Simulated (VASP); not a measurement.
Here is a VASP 6.6.1 calculation.

INCAR

```
SYSTEM = Ir
PREC = Accurate ; ENCUT = 520
EDIFF = 1E-6 ; ISMEAR = 0
SIGMA = 0.15 ; LREAL = .False.
LASPH = .True. ; NELM = 150
ALGO = Fast ; ISIF = 2
LWAVE = .False. ; LCHARG = .False.
ISPIN = 2 ; MAGMOM = 0.3 0.3
LORBIT = 11 ; NUPDOWN = 0.6
LMAXMIX = 4 ; GGA = PS
NBANDS = 20
```

The input KPOINTS:

```
regular mesh
0
Gamma
  21 21 12
  0 0 0
```

POSCAR

```
Ir
1.0
    2.8235216222      0.0000000000      0.0000000000
   -1.4117608111      2.4452414529      0.0000000000
    0.0000000000      0.0000000000      4.5777984561
Ir
2
Direct
    0.6666666667      0.3333333333      0.7500000000
    0.3333333333      0.6666666667      0.2500000000
```

Potentials or basis: VASP PAW PBE potentials, release 64 (Ir).

Launch:

```sh
$ cat potpaw_PBE.64/Ir/POTCAR > POTCAR
$ mpirun -np 1 vasp_std > vasp.out
```

Q: Estimate the pressure.

A: -31.4 GPa.

Stress tensor (GPa, compression positive):
```
-31.08   0.00   0.00
  0.00 -31.08   0.00
  0.00   0.00 -32.06
```

Caveat: the cell stands under tension; the PAW data sets were made with another functional, which shifts forces and pressure a little; the total moment is fixed, so each spin has its own Fermi level and the state may be an excited one.
